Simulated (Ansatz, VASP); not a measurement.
**One calculation of SiC5, two programs**

```
Si C
1.0
     2.38554    1.37729    3.45143
    -2.38554    1.37729    3.45143
     0.00000   -2.75459    3.45143
Si C
1 5
Direct
  0.00000 0.00000 0.00000
  0.37000 0.63000 0.00000
  0.33333 0.33333 0.33333
  0.00000 0.37000 0.63000
  0.66667 0.66667 0.66667
  0.63000 0.00000 0.37000
```

Alike in both runs: task relaxation of cell and atoms; functional PBE; k mesh 4 × 4 × 4; occupations gaussian, width 0.2 eV; no spin polarisation.

|  | VASP | Ansatz |
| --- | --- | --- |
| version | VASP 6.6.1 | Ansatz 0.2.0 |
| potentials or method | VASP PAW PBE potentials, release 64 (Si, C), cutoff 600 eV | scalar-relativistic, plane waves, PAW |
| valence electrons in the cell | 24 | 24 |

|  | VASP | Ansatz | Ansatz less VASP |
| --- | --- | --- | --- |
| gap on the k mesh at the Fermi level, each at its own relaxed structure (eV) | none | none | - |
| relaxed volume (Å³/atom) | 12.46 | 12.45 | -0.012 |
| relaxed cell length with the largest relative difference (Å) | 4.809 | 4.805 | -0.0038 |

A gap of «none» marks a metal or a gap that the smearing closes.

The k mesh is coarse, so the values compare programs but aren't converged.
